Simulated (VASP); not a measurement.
# SnSe2 (P-3m1) in VASP: single point with PBEsol

Aim: the single point of SnSe2 with PBEsol.

Everything below comes from runs of VASP 6.6.1. Logs are shortened: lines on timing, memory, paths and dates and some standing lists are left out, and cuts for length are marked.

### 1 The cell of the first run

The structure is trigonal, space group P-3m1 (No. 164). The conventional cell has a = 3.811 Å, b = 3.811 Å, c = 6.137 Å, α = 90.00°, β = 90.00°, γ = 120.00°. Sn (site symmetry -3m) has 6 Se at 2.68 Å within 3.5 Å. Within 3.5 Å of Se (site symmetry 3m) lie 3 Sn at 2.68 Å.

### 2 Single point, PBEsol

INCAR reads:

```
SYSTEM = SnSe2
PREC = Accurate ; ENCUT = 520
EDIFF = 1E-6 ; ISMEAR = 0
SIGMA = 0.05 ; LREAL = .FALSE.
LASPH = .TRUE. ; NELM = 80
ALGO = Normal ; ISIF = 2
LWAVE = .FALSE. ; LCHARG = .FALSE.
GGA = PS ; NBANDS = 20
```

KPOINTS reads:

```
regular mesh
0
G
  9 9 6
  0 0 0
```

POSCAR reads:

```
SnSe2
1.0
    3.8109987816      0.0000000000      0.0000000000
   -1.9054993908      3.3004217586      0.0000000000
    0.0000000000      0.0000000000      6.1370000000
Sn Se
1 2
Direct
    0.0000000000      0.0000000000      0.0000000000
    0.3333333333      0.6666666667      0.2500000000
    0.6666666667      0.3333333333      0.7500000000
```

Potentials or basis: VASP PAW PBE potentials, release 64 (Sn_d, Se).

On the command line:

```sh
$ cat potpaw_PBE.64/Sn_d/POTCAR potpaw_PBE.64/Se/POTCAR > POTCAR
$ mpirun -np 1 vasp_std > vasp.out
```

OUTCAR:

```text
SYSTEM = SnSe2
   PREC = Accurate
   ENCUT = 520
   EDIFF = 1E-6
   ISMEAR = 0
   LREAL = .FALSE.
   LASPH = .TRUE.
   NELM = 80
   ISIF = 2
   GGA = PS

 ion  position               nearest neighbor table
   1  0.000  0.000  0.000-   2 2.68   3 2.68   2 2.68   3 2.68   3 2.68   2 2.68
   2  0.333  0.667  0.250-   1 2.68   1 2.68   1 2.68
   3  0.667  0.333  0.750-   1 2.68   1 2.68   1 2.68

  LATTYP: Found a hexagonal cell.
 ALAT       =     3.8109987816
 C/A-ratio  =     1.6103390087

  Lattice vectors:

 A1 = (   3.8109987816,   0.0000000000,   0.0000000000)
 A2 = (  -1.9054993908,   3.3004217586,   0.0000000000)
 A3 = (   0.0000000000,   0.0000000000,   6.1370000000)

Analysis of symmetry for initial positions (statically):
=====================================================================
 Subroutine PRICEL returns:
 Original cell was already a primitive cell.

 Routine SETGRP: Setting up the symmetry group for a
 hexagonal supercell.

 Subroutine GETGRP returns: Found 12 space group operations
 (whereof 12 operations were pure point group operations)
 out of a pool of 24 trial point group operations.

The static configuration has the point symmetry D_3d.

Analysis of symmetry for dynamics (positions and initial velocities):
=====================================================================
 Subroutine PRICEL returns:
 Original cell was already a primitive cell.

 Routine SETGRP: Setting up the symmetry group for a
 hexagonal supercell.

 Subroutine GETGRP returns: Found 12 space group operations
 (whereof 12 operations were pure point group operations)
 out of a pool of 24 trial point group operations.

The dynamic configuration has the point symmetry D_3d.

 Subroutine INISYM returns: Found 12 space group operations
 (whereof 12 operations are pure point group operations),
 and found     1 'primitive' translations

----------------------------------------------------------------------------------------

                                     Primitive cell

  volume of cell :      77.1906

  direct lattice vectors                    reciprocal lattice vectors
     3.810998782  0.000000000  0.000000000     0.262398405  0.151495789  0.000000000
    -1.905499391  3.300421759  0.000000000     0.000000000  0.302991579  0.000000000
     0.000000000  0.000000000  6.137000000     0.000000000  0.000000000  0.162946065

  length of vectors
     3.810998782  3.810998782  6.137000000     0.302991579  0.302991579  0.162946065

  position of ions in fractional coordinates (direct lattice)
     0.000000000  0.000000000  0.000000000
     0.333333333  0.666666667  0.250000000
     0.666666667  0.333333333  0.750000000

  ion indices of the primitive-cell ions
   primitive index   ion index
                 1           1
                 2           2
                 3           3

----------------------------------------------------------------------------------------

 KPOINTS: regular mesh

Automatic generation of k-mesh.
 Grid dimensions read from file:
 generate k-points for:    9    9    6

 Generating k-lattice:

  Cartesian coordinates                     Fractional coordinates (reciprocal lattice)
     0.029155378  0.016832865  0.000000000     0.111111111 -0.000000000  0.000000000
     0.000000000  0.033665731  0.000000000     0.000000000  0.111111111  0.000000000
     0.000000000  0.000000000  0.027157677     0.000000000  0.000000000  0.166666667

  Length of vectors
     0.033665731  0.033665731  0.027157677

  Shift w.r.t. Gamma in fractional coordinates (k-lattice)
     0.000000000  0.000000000  0.000000000

 Subroutine IBZKPT returns following result:
 ===========================================

 Found     62 irreducible k-points:

 Following reciprocal coordinates:
            Coordinates               Weight
  0.000000  0.000000  0.000000      1.000000
  0.111111  0.000000  0.000000      6.000000
  0.222222  0.000000  0.000000      6.000000
  0.333333 -0.000000  0.000000      6.000000
  0.444444  0.000000  0.000000      6.000000
  0.111111  0.111111  0.000000      6.000000
[... 16 lines left out ...]
  0.222222  0.111111  0.166667     12.000000
 -0.111111  0.333333  0.166667     12.000000
 [... further k-points ...]
   k-points           NKPTS =     62   k-points in BZ     NKDIM =     62   number of bands    NBANDS=     20
   number of dos      NEDOS =    301   number of ions     NIONS =      3
   total plane-waves  NPLWV =  37632
   dimension x,y,z NGX =    28 NGY =   28 NGZ =   48
   dimension x,y,z NGXF=    56 NGYF=   56 NGZF=   96
   ions per type =               1   2
   NGX,Y,Z   is equivalent  to a cutoff of  12.21, 12.21, 13.00 a.u.
   NGXF,Y,Z  is equivalent  to a cutoff of  24.43, 24.43, 26.01 a.u.
 SYSTEM =  SnSe2
   PREC   = accura    normal or accurate (medium, high low for compatibility)
   ISTART =      0    job   : 0-new  1-cont  2-samecut
   ICHARG =      2    charge: 1-file 2-atom 10-const
   ISPIN  =      1    spin polarized calculation?
   LNONCOLLINEAR =      F non collinear calculations
   LSORBIT =      F    spin-orbit coupling
   LASPH  =      T    aspherical Exc in radial PAW
   ENCUT  =  520.0 eV  38.22 Ry    6.18 a.u.   7.09  7.09 11.41*2*pi/ulx,y,z
   NELM   =     80;   NELMIN=  2; NELMDL= -5     # of ELM steps
   EDIFF  = 0.1E-05   stopping-criterion for ELM
   LREAL  =      F    real-space projection
   EDIFFG = 0.1E-04   stopping-criterion for IOM
   NSW    =      0    number of steps for IOM
   IBRION =     -1    ionic relax: 0-MD 1-quasi-New 2-CG
   NFREE  =      0    steps in history (QN), initial steepest desc. (CG)
   ISIF   =      2    stress and relaxation
   ISYM   =      2    0-nonsym 1-usesym 2-fastsym
   POTIM  = 0.5000    time-step for ionic-motion
   TEBEG  =    0.0;   TEEND  =   0.0 temperature during run
   PSTRESS=    0.0 pullay stress
   NELECT =      26.0000    total number of electrons
   NUPDOWN=      -1.0000    fix difference up-down
   EMIN   =  10.00;   EMAX   =-10.00  energy-range for DOS
   EFERMI =   0.00;   METHOD = LEGACY
   ISMEAR =     0;   SIGMA  =   0.05  broadening in eV -4-tet -1-fermi 0-gaus
   EFERMI_NEDOS =   21; number of points for ismear=-14 and -15
   IALGO  =     38    algorithm
   IMIX   =      4    mixing-type and parameters
     AMIX     =   0.40;   BMIX     =  1.00
     AMIX_MAG =   1.60;   BMIX_MAG =  1.00
  volume/ion in A,a.u.               =      25.73       173.64
  Fermi-wavevector in a.u.,A,eV,Ry     =   1.139054  2.152501 17.652812  1.297445
  Thomas-Fermi vector in A             =   2.275758
   LORBIT       =      0    0 simple, 1 ext, 2 COOP (PROOUT), +10 PAW based schemes
   GGA     = PS    functional components
   LHFCALC =     F    Hartree Fock is set to
   AEXX    =    0.0000 exact exchange contribution
   IVDW    =     0    specifies the selected vdW correction
   LEPSILON=     F    determine dielectric tensor
   LRPA    =     F    only Hartree local field effects (RPA)
 non-spin polarized calculation
 Gauss-broadening in eV      SIGMA  =   0.05
  energy-cutoff  :      520.00
  volume of cell :       77.19
 maximum number of plane-waves:      2109
   NGX = 15   NGY = 15   NGZ = 23

 number of electron      26.0000006 magnetization

 Free energy of the ion-electron system (eV)
  ---------------------------------------------------
  ext. energy  EPLUGINS =         0.00000000
  ---------------------------------------------------
  free energy    TOTEN  =       -12.95174211 eV

  energy without entropy =      -12.95174211  energy(sigma->0) =      -12.95174211

 E-fermi :   4.3888     XC(G=0):  -9.6430

 val. band max:        4.0783704550   @ k =   0.1111   0.1111   0.0000
 cond. band min:       4.6962904077   @ k =   0.0000   0.4444   0.3333
 fundamental gap:      0.6179199527
 Fermi energy:         4.3888335925

 k-point     1 :       0.0000    0.0000    0.0000
  band No.  band energies     occupation
      1     -17.1059      2.00000
      2     -17.1059      2.00000
      3     -17.0667      2.00000
      4     -17.0512      2.00000
      5     -17.0512      2.00000
      6      -9.9564      2.00000
[... 12 lines left out ...]
     19      12.9561      0.00000
     20      12.9561      0.00000

 k-point     2 :       0.1111    0.0000    0.0000
  band No.  band energies     occupation
      1     -17.1123      2.00000
      2     -17.1015      2.00000
      3     -17.0631      2.00000
      4     -17.0539      2.00000
      5     -17.0502      2.00000
      6      -9.8320      2.00000
[... 12 lines left out ...]
     19      12.4319      0.00000
     20      13.0944      0.00000

 k-point     3 :       0.2222    0.0000    0.0000
  band No.  band energies     occupation
      1     -17.1300      2.00000
      2     -17.0928      2.00000
      3     -17.0631      2.00000
      4     -17.0502      2.00000
      5     -17.0455      2.00000
      6      -9.4731      2.00000
[... 12 lines left out ...]
     19      12.0602      0.00000
     20      13.4422      0.00000

 k-point     4 :       0.3333   -0.0000    0.0000
  band No.  band energies     occupation
      1     -17.1515      2.00000
      2     -17.0873      2.00000
      3     -17.0699      2.00000
      4     -17.0378      2.00000
      5     -17.0356      2.00000
      6      -8.9373      2.00000
[... 12 lines left out ...]
     19      12.8842      0.00000
     20      13.7440      0.00000

 k-point     5 :       0.4444    0.0000    0.0000
  band No.  band energies     occupation
      1     -17.1659      2.00000
      2     -17.0859      2.00000
      3     -17.0742      2.00000
      4     -17.0294      2.00000
      5     -17.0269      2.00000
      6      -8.3983      2.00000
[... 12 lines left out ...]
     19      13.7782      0.00000
     20      14.4976      0.00000
[... 353 lines left out ...]
      6      -8.3749      2.00000
[... 12 lines left out ...]
     19      13.1578      0.00000
     20      14.5871      0.00000

 k-point    22 :       0.1111    0.1111    0.1667
  band No.  band energies     occupation
      1     -17.1226      2.00000
      2     -17.0971      2.00000
      3     -17.0580      2.00000
      4     -17.0575      2.00000
      5     -17.0462      2.00000
      6      -9.5529      2.00000
[... 12 lines left out ...]
     19      12.0323      0.00000
     20      12.7564      0.00000

 k-point    23 :       0.2222    0.1111    0.1667
  band No.  band energies     occupation
      1     -17.1395      2.00000
      2     -17.0934      2.00000
      3     -17.0639      2.00000
      4     -17.0494      2.00000
      5     -17.0358      2.00000
      6      -9.1040      2.00000
[... 12 lines left out ...]
     19      11.9060      0.00000
     20      13.5605      0.00000

 k-point    24 :      -0.1111    0.3333    0.1667
  band No.  band energies     occupation
      1     -17.1395      2.00000
      2     -17.0934      2.00000
      3     -17.0640      2.00000
      4     -17.0494      2.00000
      5     -17.0358      2.00000
      6      -9.1036      2.00000
[... 12 lines left out ...]
     19      11.3632      0.00000
     20      13.3438      0.00000

 [... further k-points ...]

------------------------ aborting loop because EDIFF is reached ----------------------------------------

  FORCE on cell =-STRESS in cart. coord.  units (eV):
  Direction    XX          YY          ZZ          XY          YZ          ZX
  --------------------------------------------------------------------------------------
  -------------------------------------------------------------------------------------
  Total        0.8744926      0.8744926      1.6814022     -0.0000000      0.0000000      0.0000000
  in kB       18.1510743     18.1510743     34.8993887     -0.0000000      0.0000000      0.0000000
  external PRESSURE =      23.7338458 kB  Pullay stress =       0.0000000 kB

 VOLUME and BASIS-vectors are now :
 -----------------------------------------------------------------------------
  energy-cutoff  :      520.00
  volume of cell :       77.19
      direct lattice vectors                 reciprocal lattice vectors
     3.810998782  0.000000000  0.000000000     0.262398405  0.151495789  0.000000000
    -1.905499391  3.300421759  0.000000000     0.000000000  0.302991579  0.000000000
     0.000000000  0.000000000  6.137000000     0.000000000  0.000000000  0.162946065

 POSITION                                       TOTAL-FORCE (eV/Angst)
 -----------------------------------------------------------------------------------
      0.00000      0.00000      0.00000         0.000000      0.000000     -0.000000
     -0.00000      2.20028      1.53425        -0.000000      0.000000      0.556728
      1.90550      1.10014      4.60275         0.000000      0.000000     -0.556728
 -----------------------------------------------------------------------------------
    total drift:                               -0.000000     -0.000000     -0.000000

  FREE ENERGIE OF THE ION-ELECTRON SYSTEM (eV)
  ---------------------------------------------------
  free  energy   TOTEN  =       -12.9517421112 eV

  energy  without entropy=      -12.9517421112  energy(sigma->0) =      -12.95174211
```

It took 62 s on 1 thread of Intel Xeon Platinum 8259CL at 2.50GHz (Skylake/Cascade Lake), shared host; peak memory 0.24 GiB.

What came out:

- Free energy: -12.9517 eV
- Pressure: 2.4 GPa
- Largest force: 0.557 eV/Å
- Band gap on the k mesh: 0.62 eV, indirect (least direct gap 1.00 eV)

Forces in eV/Å, atoms in the order of the input:
```
Sn   0.000  0.000  0.000
Se   0.000  0.000  0.557
Se   0.000  0.000 -0.557
```

Stress tensor (GPa, compression positive):
```
1.82 0.00 0.00
0.00 1.82 0.00
0.00 0.00 3.49
```

Caveat: the PAW data sets were made with another functional, which shifts forces and pressure a little; spin-orbit coupling is left out, which moves the levels of the heavy elements; this functional lacks dispersion, which binds the layers, so the pressure and a relaxed spacing across them are unreliable. A k mesh can miss the band edges.
